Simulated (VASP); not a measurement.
# SrCl2 (R-3m) in VASP: a series of runs, part 2 of 2

VASP 6.6.1.

### Step 4. Single point, LDA

Input file INCAR:

```
PREC = Accurate ; ENCUT = 520
EDIFF = 1E-7 ; ISMEAR = 0
SIGMA = 0.01 ; LREAL = F
LASPH = T ; NELM = 100
ALGO = Normal ; ISIF = 2
LWAVE = F ; LCHARG = T
GGA = CA ; LELF = T
LVHAR = T ; NBANDS = 19
```

Input file KPOINTS:

```
regular mesh
0
Gamma
  4 4 4
```

Input file POSCAR:

```
SrCl2
1.0
    2.4567214785      1.4183888069      4.0153159510
   -2.4567214785      1.4183888069      4.0153159510
    0.0000000000     -2.8367776139      4.0153159510
Sr Cl
1 2
Direct
    0.0000000000      0.0000000000      0.0000000000
    0.2499511382      0.2499511382      0.2499511382
    0.7500488618      0.7500488618      0.7500488618
```

Potentials or basis: VASP PAW LDA potentials, release 64 (Sr_sv, Cl).

Command:

```bash
> cat potpaw_LDA.64/Sr_sv/POTCAR potpaw_LDA.64/Cl/POTCAR > POTCAR
> mpirun -np 1 vasp_std > vasp.out
```

OUTCAR:

```text
PREC = Accurate
   ENCUT = 520
   EDIFF = 1E-7
   ISMEAR = 0
   LREAL = F
   LASPH = T
   NELM = 100
   ISIF = 2
   GGA = CA

 ion  position               nearest neighbor table
   1  0.000  0.000  0.000-   3 3.01   3 3.01   2 3.01   2 3.01   3 3.01   2 3.01   3 3.01   2 3.01

   2  0.250  0.250  0.250-   1 3.01   1 3.01   1 3.01   1 3.01
   3  0.750  0.750  0.750-   1 3.01   1 3.01   1 3.01   1 3.01

  LATTYP: Found a trigonal (rhomboedric) cell.
 ALAT       =     4.9163064812
 COS(alpha) =     0.5005822847

  Lattice vectors:

 A1 = (   2.4567214785,   1.4183888069,   4.0153159510)
 A2 = (  -2.4567214785,   1.4183888069,   4.0153159510)
 A3 = (   0.0000000000,  -2.8367776139,   4.0153159510)

Analysis of symmetry for initial positions (statically):
=====================================================================
 Subroutine PRICEL returns:
 Original cell was already a primitive cell.

 Routine SETGRP: Setting up the symmetry group for a
 trigonal (rhombohedral) supercell.

 Subroutine GETGRP returns: Found 12 space group operations
 (whereof 12 operations were pure point group operations)
 out of a pool of 12 trial point group operations.

The static configuration has the point symmetry D_3d.

Analysis of symmetry for dynamics (positions and initial velocities):
=====================================================================
 Subroutine PRICEL returns:
 Original cell was already a primitive cell.

 Routine SETGRP: Setting up the symmetry group for a
 trigonal (rhombohedral) supercell.

 Subroutine GETGRP returns: Found 12 space group operations
 (whereof 12 operations were pure point group operations)
 out of a pool of 12 trial point group operations.

The dynamic configuration has the point symmetry D_3d.

[... 101 lines left out ...]
   EMIN   =  10.00;   EMAX   =-10.00  energy-range for DOS
   EFERMI =   0.00;   METHOD = LEGACY
   ISMEAR =     0;   SIGMA  =   0.01  broadening in eV -4-tet -1-fermi 0-gaus
   EFERMI_NEDOS =   21; number of points for ismear=-14 and -15
   IALGO  =     38    algorithm
   IMIX   =      4    mixing-type and parameters
     AMIX     =   0.40;   BMIX     =  1.00
     AMIX_MAG =   1.60;   BMIX_MAG =  1.00
  volume/ion in A,a.u.               =      27.98       188.84
  Fermi-wavevector in a.u.,A,eV,Ry     =   1.078461  2.037996 15.824644  1.163079
  Thomas-Fermi vector in A             =   2.214400
   LORBIT       =      0    0 simple, 1 ext, 2 COOP (PROOUT), +10 PAW based schemes
   GGA     = CA    functional components
   LHFCALC =     F    Hartree Fock is set to
   AEXX    =    0.0000 exact exchange contribution
   IVDW    =     0    specifies the selected vdW correction
   LEPSILON=     F    determine dielectric tensor
   LRPA    =     F    only Hartree local field effects (RPA)
 non-spin polarized calculation
 Gauss-broadening in eV      SIGMA  =   0.01
  energy-cutoff  :      520.00
  volume of cell :       83.95
 maximum number of plane-waves:      2276
 NGX is ok and might be reduce to    40
   NGX = 19   NGY = 19   NGZ = 19

 number of electron      24.0000001 magnetization

 Free energy of the ion-electron system (eV)
  ---------------------------------------------------
  ext. energy  EPLUGINS =         0.00000000
  ---------------------------------------------------
  free energy    TOTEN  =       -14.04034292 eV

  energy without entropy =      -14.04034292  energy(sigma->0) =      -14.04034292

 E-fermi :   0.1229     XC(G=0):  -8.8472

 val. band max:        0.0367132680   @ k =   0.5000   0.5000   0.0000
 cond. band min:       4.9643200972   @ k =   0.0000   0.0000   0.0000
 fundamental gap:      4.9276068292
 Fermi energy:         0.1228686445

 k-point     1 :       0.0000    0.0000    0.0000
  band No.  band energies     occupation
      1     -32.6239      2.00000
      2     -14.7303      2.00000
      3     -14.7303      2.00000
      4     -14.7303      2.00000
      5     -13.2352      2.00000
      6     -12.3283      2.00000
[... 263 lines left out ...]
      6     -12.3872      2.00000
[... 11 lines left out ...]
     18       8.5533      0.00000
     19       8.5533      0.00000

------------------------ aborting loop because EDIFF is reached ----------------------------------------

  FORCE on cell =-STRESS in cart. coord.  units (eV):
  Direction    XX          YY          ZZ          XY          YZ          ZX
  --------------------------------------------------------------------------------------
  -------------------------------------------------------------------------------------
  Total       -1.2381774     -1.2381774     -1.2470966      0.0000000      0.0000000      0.0000000
  in kB      -23.6304103    -23.6304103    -23.8006320      0.0000000      0.0000000      0.0000000
  external PRESSURE =     -23.6871509 kB  Pullay stress =       0.0000000 kB

 VOLUME and BASIS-vectors are now :
 -----------------------------------------------------------------------------
  energy-cutoff  :      520.00
  volume of cell :       83.95
      direct lattice vectors                 reciprocal lattice vectors
     2.456721478  1.418388807  4.015315951     0.203523275  0.117504217  0.083015468
    -2.456721478  1.418388807  4.015315951    -0.203523275  0.117504217  0.083015468
     0.000000000 -2.836777614  4.015315951     0.000000000 -0.235008435  0.083015468

 POSITION                                       TOTAL-FORCE (eV/Angst)
 -----------------------------------------------------------------------------------
      0.00000      0.00000      0.00000         0.000000     -0.000000      0.000000
      0.00000     -0.00000      3.01090         0.000000     -0.000000      0.000103
      0.00000     -0.00000      9.03505         0.000000      0.000000     -0.000103
 -----------------------------------------------------------------------------------
    total drift:                                0.000000     -0.000000      0.000000

  FREE ENERGIE OF THE ION-ELECTRON SYSTEM (eV)
  ---------------------------------------------------
  free  energy   TOTEN  =       -14.0403429153 eV

  energy  without entropy=      -14.0403429153  energy(sigma->0) =      -14.04034292
```

stdout:

```text
POSCAR found type information on POSCAR SrCl
 POSCAR found :  2 types and       3 ions
 scaLAPACK will be used
 LDA part: xc-table for (Slater(with rela. corr.)+CA(PZ))
 , standard interpolation
 POSCAR, INCAR and KPOINTS ok, starting setup
 FFT: planning ... GRIDC
 FFT: planning ... GRID_SOFT
 FFT: planning ... GRID
 WAVECAR not read
 entering main loop
```

It took 33 s on 1 thread of Intel Xeon Platinum 8488C (Sapphire Rapids), shared host; peak memory 0.19 GiB.

What came out:

```
Free energy            : -14.0403 eV
Pressure               : -2.4 GPa
Band gap on the k mesh : 4.93 eV, indirect (least direct gap 5.14 eV)
```

### Step 5. Single point, r2SCAN

POSCAR is that of step 4.

Input file INCAR.step1:

```
SYSTEM = SrCl2
PREC     = Accurate       ! precision mode
ENCUT    = 520            ! plane-wave cutoff, eV
ISMEAR   = 0              ! smearing method
SIGMA    = 0.01           ! smearing width, eV
LREAL    = .FALSE.        ! projectors in reciprocal space
LASPH    = .TRUE.         ! aspherical terms in the spheres
NELM     = 60             ! most SCF steps
NBANDS   = 19             ! bands
GGA      = PE             ! functional
ALGO     = Normal         ! electronic algorithm
EDIFF    = 1E-4           ! SCF threshold, eV
LWAVE    = .TRUE.         ! write WAVECAR
LCHARG   = .FALSE.        ! write CHGCAR
```

Input file INCAR.step2:

```
SYSTEM = SrCl2
PREC     = Accurate       ! precision mode
ENCUT    = 520            ! plane-wave cutoff, eV
EDIFF    = 1E-6           ! SCF threshold, eV
ISMEAR   = 0              ! smearing method
SIGMA    = 0.01           ! smearing width, eV
LREAL    = .FALSE.        ! projectors in reciprocal space
LASPH    = .TRUE.         ! aspherical terms in the spheres
NELM     = 60             ! most SCF steps
ALGO     = Normal         ! electronic algorithm
ISIF     = 2              ! what is computed and relaxed
LWAVE    = .FALSE.        ! write WAVECAR
LCHARG   = .FALSE.        ! write CHGCAR
METAGGA  = R2SCAN         ! meta-GGA
LMIXTAU  = .TRUE.       
NBANDS   = 19             ! bands
ISTART   = 1
```

Input file KPOINTS:

```
Automatic mesh
0
G
  4 4 4
  0 0 0
```

Potentials or basis: VASP PAW PBE potentials, release 64 (Sr_sv, Cl).

Command:

```bash
> cat potpaw_PBE.64/Sr_sv/POTCAR potpaw_PBE.64/Cl/POTCAR > POTCAR
> cp INCAR.step1 INCAR
> mpirun -np 1 vasp_std > vasp.out
> cp INCAR.step2 INCAR
> mpirun -np 1 vasp_std > vasp.out
```

It took 2.1 min on 1 thread of Intel Xeon Platinum 8488C (Sapphire Rapids), shared host; peak memory 0.25 GiB.

The run converged. Its results:

```
Free energy            : -35.6922 eV
Pressure               : 0.8 GPa
Band gap on the k mesh : 5.98 eV, direct
```

Levels at points of the mesh, in eV from the valence-band top:
| k point | band 8 | band 9 | band 10 | band 11 | band 12 | band 13 | band 14 | band 15 | band 16 | band 17 |
| --- | --- | --- | --- | --- | --- | --- | --- | --- | --- | --- |
| (0.00, 0.00, 0.00) | -2.19 | -2.19 | -0.35 | -0.35 | -0.35 | 6.01 | 6.68 | 6.68 | 9.64 | 9.65 |
| (0.50, 0.00, 0.00) | -1.61 | -1.51 | -1.37 | -1.08 | -1.08 | 7.30 | 7.31 | 8.25 | 8.30 | 9.39 |
| (0.50, 0.50, 0.00) | -1.95 | -1.95 | -0.41 | -0.41 | 0.00 | 5.98 | 7.82 | 8.25 | 8.74 | 8.74 |
| (0.50, 0.50, 0.50) | -1.61 | -1.50 | -1.37 | -1.08 | -1.08 | 7.30 | 7.30 | 8.24 | 8.29 | 9.39 |

Caveat: the PAW data sets were made with another functional, which shifts forces and pressure a little. A k mesh can miss the band edges.

### Step 6. The runs side by side

| level | potentials or basis | gap on the mesh (eV) | pressure (GPa) |
| --- | --- | --- | --- |
| PBE | VASP PAW PBE potentials, release 64 (Sr_sv, Cl) | 5.38 | 1.5 |
| LDA | VASP PAW LDA potentials, release 64 (Sr_sv, Cl) | 4.93 | -2.4 |
| r2SCAN | VASP PAW PBE potentials, release 64 (Sr_sv, Cl) | 5.98 | 0.8 |

Alike in all rows: task single point; no spin polarisation; cell as given; k mesh 4 × 4 × 4; cutoff (eV) 520; smearing gaussian 0.01 eV.

Caveats: the PAW data sets were made with another functional, which shifts forces and pressure a little (some runs).

Absolute energies hang on the potentials; compare differences alone.
